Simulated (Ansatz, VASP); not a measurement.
# CdTe: VASP beside Ansatz

INCAR

```
SYSTEM = CdTe
  PREC = Accurate
  ENCUT = 520
  EDIFF = 1E-6
  ISMEAR = -1
  SIGMA = 0.02
  LREAL = .False.
  LASPH = .True.
  NELM = 100
  ALGO = Normal
  ISIF = 2
  LWAVE = .False.
  LCHARG = .True.
  GGA = PE
  LELF = .True.
  LVHAR = .True.
  NBANDS = 16
```

Contents of KPOINTS:

```
Automatic mesh
0
Gamma
  6 6 6
  0 0 0
```

File POSCAR:

```
CdTe
1.0
    0.0000000000      3.2799012126      3.2799012126
    3.2799012126      0.0000000000      3.2799012126
    3.2799012126      3.2799012126      0.0000000000
Cd Te
1 1
Direct
    0.0000000000      0.0000000000      0.0000000000
    0.2500000000      0.2500000000      0.2500000000
```

Input for Ansatz:

```yaml
crystal:
  lattice:
    - [0.0, 3.2799012126, 3.2799012126]
    - [3.2799012126, 0.0, 3.2799012126]
    - [3.2799012126, 3.2799012126, 0.0]
  atoms:
    - { symbol: Cd, position: [0.0, 0.0, 0.0] }
    - { symbol: Te, position: [0.25, 0.25, 0.25] }
kpoints:
  mp_grid: { grid: [6, 6, 6] }
  band_path:
    path:
      - [[0.0, 0.0, 0.0], [-0.5, -0.5, 2.897751432383e-17], [-0.375, -0.375, 0.25]]
      - [[-0.375, 1.263399688071e-17, 0.375], [0.0, 0.0, 0.0], [-1.383531712724e-16, 3.004814570444e-18, 0.5], [-0.5, -0.25, 0.25], [-0.5, -0.5, 2.897751432383e-17]]
    npoints: 10
hamiltonian:
  xc: pbe
scf:
  occupations: { method: fermi_dirac, width: 0.02 }
  n_extra_bands: 4
output:
  forces: true
  stress: true
  eigenvalues: true
  write_density: true
  write_potential: true
  elf: true
  volumetric_format: npy
```

Alike in both runs: task single point; functional PBE; k mesh 6 × 6 × 6; occupations fermi-dirac, width 0.02 eV; no spin polarisation.

|  | VASP | Ansatz |
| --- | --- | --- |
| version | VASP 6.6.1 | Ansatz 0.2.0 |
| potentials or method | VASP PAW PBE potentials, release 64 (Cd, Te) | plane waves, PAW |
| plane-wave cutoff (eV) | 520 | 420 |
| valence electrons in the cell | 18 | 36 |

|  | VASP | Ansatz | Ansatz less VASP |
| --- | --- | --- | --- |
| pressure (GPa) | 1.1 | 1.0 | -0.12 |

With one functional, cell and mesh, what is left measures potentials, basis and numerics. VASP's potentials hold 18 valence electrons a cell and Ansatz's 36, so a difference there can come from the potentials and not from the codes.

Neither program's run includes spin-orbit coupling.
